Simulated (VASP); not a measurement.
Set up this calculation in VASP 6.6.1, as the native input.

| Item | Value |
| --- | --- |
| Task | density of states |
| Functional | PBE |
| Potentials or basis | VASP PAW PBE potentials, release 64 (Os, Sb) |
| Cutoff | 520 eV |
| k mesh | 12 × 12 × 12 |
| Occupations | fermi-dirac, width 0.05 eV |
| Spin | no spin polarisation |
| Dipole correction | no |
| k mesh for the DOS | 18 × 18 × 18 |
| Occupations for the DOS | tetrahedron |
| Further INCAR settings | ALGO = Normal; EDIFF = 1e-06; NBANDS = 14 |

SbOs (CsCl type):

```
Os Sb
1.0
     2.52273    0.00000    0.00000
     0.00000    2.52273    0.00000
     0.00000    0.00000    2.52273
Os Sb
1 1
Direct
  0.00000 0.00000 0.00000
  0.50000 0.50000 0.50000
```

This cell differs from its parent crystal: volume scaled by 0.45.

One way to write it, as run:

POSCAR

```
SbOs
1.0
    2.5227264416      0.0000000000      0.0000000000
    0.0000000000      2.5227264416      0.0000000000
    0.0000000000      0.0000000000      2.5227264416
Os Sb
1 1
Direct
    0.0000000000      0.0000000000      0.0000000000
    0.5000000000      0.5000000000      0.5000000000
```

INCAR.step1

```
PREC = Accurate
ENCUT = 520
EDIFF = 1E-6
ISMEAR = -1
SIGMA = 0.05
LREAL = F
LASPH = T
NELM = 100
ALGO = Normal
ISIF = 2
LWAVE = F
LCHARG = T
LMAXMIX = 4
GGA = PE
NBANDS = 14
```

KPOINTS.step1

```
regular mesh
0
Gamma
  12 12 12
```

INCAR.step2

```
PREC = Accurate
ENCUT = 520
EDIFF = 1E-6
ISMEAR = -5
SIGMA = 0.05
LREAL = F
LASPH = T
NELM = 100
ALGO = Normal
ISIF = 2
LWAVE = F
LCHARG = F
LMAXMIX = 4
GGA = PE
LORBIT = 10
NBANDS = 14
NEDOS = 1001
ICHARG = 11
```

KPOINTS.step2

```
regular mesh
0
Gamma
  18 18 18
```

Potentials or basis: VASP PAW PBE potentials, release 64 (Os, Sb).

Run with:

```bash
$ cat potpaw_PBE.64/Os/POTCAR potpaw_PBE.64/Sb/POTCAR > POTCAR
$ cp INCAR.step1 INCAR
$ cp KPOINTS.step1 KPOINTS
$ mpirun -np 1 vasp_std > vasp.out
$ cp INCAR.step2 INCAR
$ cp KPOINTS.step2 KPOINTS
$ mpirun -np 1 vasp_std > vasp.out
```

It took 18 s on 1 thread of Intel(R) Xeon(R) 6975P-C (Granite Rapids), with other jobs on the host, peak memory 0.17 GiB.
